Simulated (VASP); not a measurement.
Set up this calculation in VASP 6.6.1, as the native input.

```
Task                   : single point
Functional             : PBE
Potentials or basis    : VASP PAW PBE potentials, release 64 (Sn_d, Ge_d, Te)
Cutoff                 : 520 eV
k mesh                 : 4 × 4 × 4
Occupations            : gaussian, width 0.2 eV
Spin                   : no spin polarisation
Dipole correction      : no
Further INCAR settings : ALGO = Normal; EDIFF = 1e-06; NBANDS = 50
```

The structure of SnGe3Te4 lies in POSCAR:

```
SnGe3Te4
1.0
    6.1271186000      0.0000000000      0.0000000000
    0.0000000000      6.1271186000      0.0000000000
    0.0000000000      0.0000000000      6.1271186000
Sn Ge Te
1 3 4
Direct
    0.0000000000      0.0000000000      0.0000000000
    0.5000000000      0.0000000000      0.5000000000
    0.5000000000      0.5000000000      0.0000000000
    0.0000000000      0.5000000000      0.5000000000
    0.0000000000      0.5000000000      0.0000000000
    0.5000000000      0.5000000000      0.5000000000
    0.0000000000      0.0000000000      0.5000000000
    0.5000000000      0.0000000000      0.0000000000
```

One way to write it, as run:

INCAR

```
PREC = Accurate ; ENCUT = 520
EDIFF = 1E-6 ; ISMEAR = 0
SIGMA = 0.2 ; LREAL = F
LASPH = T ; NELM = 80
ALGO = Normal ; ISIF = 2
LWAVE = F ; LCHARG = T
GGA = PE ; LELF = T
LVHAR = T ; NBANDS = 50
```

KPOINTS

```
Automatic mesh
0
Gamma
  4 4 4
```

Potentials or basis: VASP PAW PBE potentials, release 64 (Sn_d, Ge_d, Te).

Command:

```bash
$ cat potpaw_PBE.64/Sn_d/POTCAR potpaw_PBE.64/Ge_d/POTCAR potpaw_PBE.64/Te/POTCAR > POTCAR
$ mpirun -np 1 vasp_std > vasp.out
```

Results of the run:

- Pressure: -0.2 GPa
- Band gap on the k mesh: zero (filled and empty bands touch)

Caveat: spin-orbit coupling is left out, which moves the levels of the heavy elements.

It took 110 s on 1 thread of Intel(R) Xeon(R) 6975P-C (Granite Rapids) (shared host), peak memory 0.37 GiB.
